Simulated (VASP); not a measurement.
# CsP4 (P4/mmm) in VASP: notebook, part 4 of 4

VASP 6.6.1. The steps go on from the part before.

**5. Relaxation of cell and atoms, PBE**

This run uses another cell than the first one, of 46.91 Å³/atom, 2.064 times its volume.

The input, INCAR:

```
PREC     = Accurate       # precision mode
ENCUT    = 600            # plane-wave cutoff, eV
EDIFF    = 1E-6           # SCF threshold, eV
ISMEAR   = 0              # smearing method
SIGMA    = 0.1            # smearing width, eV
LREAL    = False          # projectors in reciprocal space
LASPH    = True           # aspherical terms in the spheres
NELM     = 80             # most SCF steps
ALGO     = Normal         # electronic algorithm
ISIF     = 3              # what is computed and relaxed
LWAVE    = False          # write WAVECAR
LCHARG   = False          # write CHGCAR
GGA      = PE             # functional
IBRION   = 2              # ionic algorithm
NSW      = 90             # ionic steps
EDIFFG   = -0.04          # ionic threshold
```

The input, KPOINTS:

```
regular mesh
0
Gamma
  4 4 2
```

The input, POSCAR:

```
CsP4
1.0
    5.4941096700      0.0000000000      0.0000000000
    0.0000000000      5.4941096700      0.0000000000
    0.0000000000      0.0000000000      7.7698444100
Cs P
1 4
Direct
    0.0000000000      0.0000000000      0.0000000000
    0.5000000000      0.0000000000      0.2500000000
    0.0000000000      0.5000000000      0.7500000000
    0.5000000000      0.0000000000      0.7500000000
    0.0000000000      0.5000000000      0.2500000000
```

Potentials or basis: VASP PAW PBE potentials, release 64 (Cs_sv, P).

Started as:

```sh
cat potpaw_PBE.64/Cs_sv/POTCAR potpaw_PBE.64/P/POTCAR > POTCAR
mpirun -np 1 vasp_std > vasp.out
```

OUTCAR:

```text
PREC = Accurate
   ENCUT = 600
   EDIFF = 1E-6
   ISMEAR = 0
   LREAL = False
   LASPH = True
   NELM = 80
   ISIF = 3
   GGA = PE
   IBRION = 2
   NSW = 90
   EDIFFG = -0.04

 ion  position               nearest neighbor table
   1  0.000  0.000  0.000-
   2  0.500  0.000  0.250-
   3  0.000  0.500  0.750-
   4  0.500  0.000  0.750-
   5  0.000  0.500  0.250-

  LATTYP: Found a simple tetragonal cell.
 ALAT       =     5.4941096700
 C/A-ratio  =     1.4142135626

  Lattice vectors:

 A1 = (   5.4941096700,   0.0000000000,   0.0000000000)
 A2 = (   0.0000000000,   5.4941096700,   0.0000000000)
 A3 = (   0.0000000000,   0.0000000000,   7.7698444100)

Analysis of symmetry for initial positions (statically):
=====================================================================
 Subroutine PRICEL returns:
 Original cell was already a primitive cell.

 Routine SETGRP: Setting up the symmetry group for a
 simple tetragonal supercell.

 Subroutine GETGRP returns: Found 16 space group operations
 (whereof 16 operations were pure point group operations)
 out of a pool of 16 trial point group operations.

The static configuration has the point symmetry D_4h.

Analysis of symmetry for dynamics (positions and initial velocities):
=====================================================================
 Subroutine PRICEL returns:
 Original cell was already a primitive cell.

 Routine SETGRP: Setting up the symmetry group for a
 simple tetragonal supercell.

 Subroutine GETGRP returns: Found 16 space group operations
 (whereof 16 operations were pure point group operations)
 out of a pool of 16 trial point group operations.

The dynamic configuration has the point symmetry D_4h.

 Subroutine INISYM returns: Found 16 space group operations
 (whereof 16 operations are pure point group operations),
 and found     1 'primitive' translations

----------------------------------------------------------------------------------------

                                     Primitive cell

[... 85 lines left out ...]
   EDIFFG = -.4E-01   stopping-criterion for IOM
   NSW    =     90    number of steps for IOM
   IBRION =      2    ionic relax: 0-MD 1-quasi-New 2-CG
   NFREE  =      1    steps in history (QN), initial steepest desc. (CG)
   ISIF   =      3    stress and relaxation
   ISYM   =      2    0-nonsym 1-usesym 2-fastsym
   POTIM  = 0.5000    time-step for ionic-motion
   TEBEG  =    0.0;   TEEND  =   0.0 temperature during run
   PSTRESS=    0.0 pullay stress
   NELECT =      29.0000    total number of electrons
   NUPDOWN=      -1.0000    fix difference up-down
   EMIN   =  10.00;   EMAX   =-10.00  energy-range for DOS
   EFERMI =   0.00;   METHOD = LEGACY
   ISMEAR =     0;   SIGMA  =   0.10  broadening in eV -4-tet -1-fermi 0-gaus
   EFERMI_NEDOS =   21; number of points for ismear=-14 and -15
   IALGO  =     38    algorithm
   IMIX   =      4    mixing-type and parameters
     AMIX     =   0.40;   BMIX     =  1.00
     AMIX_MAG =   1.60;   BMIX_MAG =  1.00
  volume/ion in A,a.u.               =      46.91       316.54
  Fermi-wavevector in a.u.,A,eV,Ry     =   0.815590  1.541241  9.050417  0.665187
  Thomas-Fermi vector in A             =   1.925705
   LORBIT       =      0    0 simple, 1 ext, 2 COOP (PROOUT), +10 PAW based schemes
   GGA     = PE    functional components
   LHFCALC =     F    Hartree Fock is set to
   AEXX    =    0.0000 exact exchange contribution
   IVDW    =     0    specifies the selected vdW correction
   LEPSILON=     F    determine dielectric tensor
   LRPA    =     F    only Hartree local field effects (RPA)
 conjugate gradient relaxation of ions
 non-spin polarized calculation
 Gauss-broadening in eV      SIGMA  =   0.10
  energy-cutoff  :      600.00
  volume of cell :      234.53
 maximum number of plane-waves:      7888
 NGX is ok and might be reduce to    48
   NGX = 21   NGY = 21   NGZ = 31

--------------------------------------- Ionic step        1  -------------------------------------------

 number of electron      29.0000006 magnetization

 Free energy of the ion-electron system (eV)
  ---------------------------------------------------
  ext. energy  EPLUGINS =         0.00000000
  ---------------------------------------------------
  free energy    TOTEN  =       -10.59507864 eV

  energy without entropy =      -10.54223841  energy(sigma->0) =      -10.56865853

 E-fermi :  -0.8126     XC(G=0):  -6.8077

 val. band max:       -0.8264053995   @ k =   0.2500   0.2500   0.0000
 cond. band min:      -0.8055571109   @ k =   0.2500   0.0000   0.5000
 fundamental gap:      0.0208482886
 Fermi energy:        -0.8125555712
[... 1128 lines left out ...]
      5      -4.0366      2.00000
      6      -2.9477      2.00000
[... 10 lines left out ...]
     17       9.9194      0.00000
     18       9.9194      0.00000

[... ionic steps 4 to 33 ...]

--------------------------------------- Ionic step       34  -------------------------------------------

 number of electron      28.9999999 magnetization

------------------------ aborting loop because EDIFF is reached ----------------------------------------
[... 73 lines left out ...]
--------------------------------------- Ionic step       36  -------------------------------------------

 number of electron      29.0000000 magnetization

 Free energy of the ion-electron system (eV)
  ---------------------------------------------------
  ext. energy  EPLUGINS =         0.00000000
  ---------------------------------------------------
  free energy    TOTEN  =       -22.03682942 eV

  energy without entropy =      -22.01995798  energy(sigma->0) =      -22.02839370

 E-fermi :   6.0526     XC(G=0):  -9.6062

 val. band max:        6.0319505788   @ k =   0.5000   0.0000   0.5000
 cond. band min:       6.0624572791   @ k =   0.5000   0.0000   0.5000
 fundamental gap:      0.0305067003
 Fermi energy:         6.0526278197
[... 282 lines left out ...]
  FREE ENERGIE OF THE ION-ELECTRON SYSTEM (eV)
  ---------------------------------------------------
  free  energy   TOTEN  =       -22.0368294170 eV

  energy  without entropy=      -22.0199579773  energy(sigma->0) =      -22.02839370

 reached required accuracy - stopping structural energy minimisation
```

OSZICAR:

```text
N       E                     dE             d eps       ncg     rms          rms(c)
DAV:   1     0.157451470433E+03    0.15745E+03   -0.11057E+04   432   0.138E+03
DAV:   2     0.696835274940E+01   -0.15048E+03   -0.14884E+03   676   0.190E+02
DAV:   3    -0.960368523165E+01   -0.16572E+02   -0.16139E+02   440   0.648E+01
[... 364 lines left out ...]
DAV:   2    -0.220372098573E+02    0.10808E-02   -0.23818E-03   496   0.294E-01    0.994E-02
DAV:   3    -0.220368465788E+02    0.36328E-03   -0.71026E-04   466   0.141E-01    0.244E-02
DAV:   4    -0.220368282065E+02    0.18372E-04   -0.61775E-05   512   0.476E-02    0.130E-02
DAV:   5    -0.220368285582E+02   -0.35169E-06   -0.11303E-05   474   0.185E-02    0.683E-03
DAV:   6    -0.220368294170E+02   -0.85876E-06   -0.54069E-07   242   0.489E-03
  36 F= -.22036829E+02 E0= -.22028394E+02  d E =-.838822E-04
```

CONTCAR:

```text
CsP4
   1.00000000000000
     3.7771353066372182   -0.0000000000000000   -0.0000000000000000
     0.0000000000000000    3.7771353066372182   -0.0000000000000000
    -0.0000000000000000    0.0000000000000000    7.9742435034648667
  Cs              P
     1     4
Direct
     0.0000000000000000    0.0000000000000000    0.0000000000000000
     0.5000000000000000    0.0000000000000000    0.3625476095254843
     0.0000000000000000    0.5000000000000000    0.6374523904745157
     0.5000000000000000    0.0000000000000000    0.6374523904745157
     0.0000000000000000    0.5000000000000000    0.3625476095254843

  0.00000000E+00  0.00000000E+00  0.00000000E+00
  0.00000000E+00  0.00000000E+00  0.00000000E+00
  0.00000000E+00  0.00000000E+00  0.00000000E+00
  0.00000000E+00  0.00000000E+00  0.00000000E+00
  0.00000000E+00  0.00000000E+00  0.00000000E+00
```

Wall time 44 min (1 thread of Intel Xeon 8259CL, shared host); peak memory 0.47 GiB.

What came out:

- Free energy: -22.0368 eV
- Relaxed volume: 22.75 Å³/atom
- Relaxed cell: a = 3.777 Å, b = 3.777 Å, c = 7.974 Å, α = 90.00°, β = 90.00°, γ = 90.00°
- Space group after relaxing (to 0.05 Å): P4/mmm (No. 123)
- Energy gained by relaxing: 2288.4 meV/atom
- Ionic steps: 36
- Pressure after relaxing: 0.1 GPa
- Largest force after relaxing: 0.031 eV/Å

Forces on the atoms (eV/Å):
```
Cs   0.000  0.000  0.000
P    0.000  0.000 -0.031
P    0.000  0.000  0.031
P    0.000  0.000  0.031
P    0.000  0.000 -0.031
```

Stress tensor (GPa, compression positive):
```
0.02 0.00 0.00
0.00 0.02 0.00
0.00 0.00 0.26
```

Step by step:
```csv
step,energy change (eV),largest force (eV/Å),pressure (GPa),volume (Å³)
1,0.0000,0.2709,-4.25,234.53
2,-1.1488,0.6305,-4.43,194.77
3,-1.2908,3.3849,17.15,102.60
4,-2.1926,1.2457,-2.75,155.68
5,-2.3099,2.3022,4.70,122.45
6,-2.4396,1.7366,0.49,136.47
7,-3.6728,3.3432,3.40,121.77
8,-8.1922,3.1528,24.54,82.52
9,-4.6944,2.5168,77.86,65.93
10,-8.2182,2.8157,27.27,80.67
11,-8.1850,2.5517,29.62,79.39
12,-8.3579,2.2008,31.00,78.73
13,-8.4493,1.2597,34.18,77.49
14,-8.6761,1.2144,32.01,78.48
15,-9.2824,1.0932,25.97,81.51
16,-10.2021,0.8607,16.60,87.80
17,-11.1403,0.7104,3.25,101.30
18,-11.2437,0.7215,-0.20,107.07
19,-11.2518,0.7436,-1.09,108.97
20,-11.2727,0.6448,-0.81,108.86
21,-11.3186,0.4001,0.26,108.55
22,-11.3516,0.0798,2.97,107.91
23,-11.3720,0.0624,2.99,108.68
24,-11.3604,0.9642,3.10,110.93
25,-11.3819,0.3936,2.99,109.56
26,-11.4057,0.2947,2.16,110.89
27,-11.4361,0.0188,-0.08,114.94
28,-11.4361,0.0120,-0.10,115.05
29,-11.4361,0.0015,-0.24,115.26
30,-11.4371,0.0401,-0.22,115.27
31,-11.4379,0.1035,-0.19,115.27
32,-11.4389,0.0831,-0.17,115.10
33,-11.4409,0.0225,-0.13,114.60
34,-11.4410,0.0985,-0.02,113.59
35,-11.4417,0.0376,-0.08,114.09
36,-11.4418,0.0314,0.10,113.77
```

Final structure:
```xyz
5
Lattice="3.7771 0.0000 0.0000 0.0000 3.7771 0.0000 0.0000 0.0000 7.9742" Properties=species:S:1:pos:R:3 pbc="T T T"
Cs    0.0000    0.0000    0.0000
P     1.8886    0.0000    2.8910
P     0.0000    1.8886    5.0832
P     1.8886    0.0000    5.0832
P     0.0000    1.8886    2.8910
```

Caveat: the k points lie up to 0.42 Å⁻¹ apart in the final cell; the volume moved by over 15 % at a fixed basis, so the end points are rough; spin-orbit coupling is left out, which moves the levels of the heavy elements.

**6. Relaxation of cell and atoms, PBE**

The input, INCAR:

```
ALGO = Normal ; EDIFF = 1E-6
EDIFFG = -0.01 ; ENCUT = 600
GGA = PE ; IBRION = 2
ISIF = 3 ; ISMEAR = 0
LASPH = T ; LCHARG = F
LREAL = F ; LWAVE = F
NELM = 60 ; NSW = 100
PREC = Accurate ; SIGMA = 0.1
```

The input, KPOINTS:

```
k-points
0
Gamma
  10 10 6
```

The input, POSCAR:

```
CsP4
1.0
    3.7769594738      0.0000000000      0.0000000000
    0.0000000000      3.7769594738      0.0000000000
    0.0000000000      0.0000000000      7.9670217896
Cs P
1 4
Direct
    0.0000000000      0.0000000000      0.0000000000
    0.5000000000      0.0000000000      0.3621568027
    0.0000000000      0.5000000000      0.6378431973
    0.5000000000      0.0000000000      0.6378431973
    0.0000000000      0.5000000000      0.3621568027
```

Potentials or basis: VASP PAW PBE potentials, release 64 (Cs_sv, P).

Started as:

```sh
cat potpaw_PBE.64/Cs_sv/POTCAR potpaw_PBE.64/P/POTCAR > POTCAR
mpirun -np 1 vasp_std > vasp.out
```

Wall time 17 min (1 thread of Intel Xeon 8259CL, shared host); peak memory 0.37 GiB.

Results (log left out):

| Property | Result |
| --- | --- |
| Free energy | -22.0956 eV |
| Relaxed volume | 22.79 Å³/atom |
| Relaxed cell | a = 3.793 Å, b = 3.793 Å, c = 7.919 Å, α = 90.00°, β = 90.00°, γ = 90.00° |
| Space group after relaxing (to 0.05 Å) | P4/mmm (No. 123) |
| Energy gained by relaxing | 3.0 meV/atom |
| Ionic steps | 6 |
| Pressure after relaxing | 0.0 GPa |
| Largest force after relaxing | 0.010 eV/Å |

Forces on the atoms (eV/Å):
```
Cs   0.000  0.000  0.000
P    0.000  0.000  0.010
P    0.000  0.000 -0.010
P    0.000  0.000 -0.010
P    0.000  0.000  0.010
```

The path:
```tsv
step	energy change (eV)	largest force (eV/Å)	pressure (GPa)	volume (Å³)
1	0.0000	0.4279	-0.44	113.65
2	0.0220	0.6402	1.76	112.60
3	-0.0146	0.0152	0.26	113.27
4	-0.0146	0.0048	0.27	113.26
5	-0.0152	0.0085	0.06	113.80
6	-0.0152	0.0096	0.00	113.94
```

Final structure:
```
Cs P
1.0
     3.79302    0.00000    0.00000
     0.00000    3.79302    0.00000
     0.00000    0.00000    7.91930
Cs P
1 4
Direct
  0.00000 0.00000 0.00000
  0.50000 0.00000 0.36319
  0.00000 0.50000 0.63681
  0.50000 0.00000 0.63681
  0.00000 0.50000 0.36319
```

Levels at points of the mesh, in eV from the Fermi level:
```csv
k point,band 10,band 11,band 12,band 13,band 14,band 15,band 16,band 17,band 18
"(0.00, 0.00, 0.00)",-4.74,-4.74,-2.29,-2.29,-1.59,0.32,1.18,2.13,2.48
"(0.50, 0.00, 0.00)",-3.98,-2.49,-2.49,-1.81,-1.63,-0.14,0.08,0.39,0.87
"(0.50, 0.50, 0.00)",-7.16,-4.50,-4.11,-3.22,-3.22,-0.13,1.52,1.52,2.36
"(0.00, 0.00, 0.50)",-4.80,-4.80,-2.14,-2.14,-1.23,-0.84,1.56,1.72,1.95
"(0.50, 0.00, 0.50)",-3.58,-2.55,-2.48,-1.77,-1.71,0.02,0.06,0.28,1.05
"(0.50, 0.50, 0.50)",-6.89,-4.67,-4.58,-3.79,-3.79,0.49,2.74,3.43,3.43
```

Caveat: spin-orbit coupling is left out, which moves the levels of the heavy elements.

**7. Summary**

```tsv
task	cell	k mesh	cutoff (eV)	gap on the mesh (eV)	pressure (GPa)	relaxed volume (Å³/atom)	largest force (eV/Å)
single point	a = 3.777, b = 3.777, c = 7.967 Å, 5 atoms	4 × 4 × 2	520	none	0.0	-	0.03
single point	a = 5.494, b = 5.494, c = 7.770 Å, 5 atoms	4 × 4 × 2	520	none	-4.3	-	0.27
single point	a = 3.792, b = 3.792, c = 7.909 Å, 5 atoms	10 × 10 × 6	520	none	0.0	-	0.07
relaxation of cell and atoms	relaxed from a = 5.494, b = 5.494, c = 7.770 Å, 5 atoms	4 × 4 × 2	600	none	0.1	22.75	0.03
relaxation of cell and atoms	relaxed from a = 3.777, b = 3.777, c = 7.967 Å, 5 atoms	10 × 10 × 6	600	none	0.0	22.79	0.01
```

Alike in all rows: level PBE; potentials or basis VASP PAW PBE potentials, release 64 (Cs_sv, P); no spin polarisation; smearing gaussian 0.1 eV.

Caveats: some runs use coarse meshes; spin-orbit coupling is left out, which moves the levels of the heavy elements; the volume moved by over 15 % at a fixed basis, so the end points are rough (some runs).

Total energies depend on the potentials used, so only differences within one code and one set of settings carry meaning.
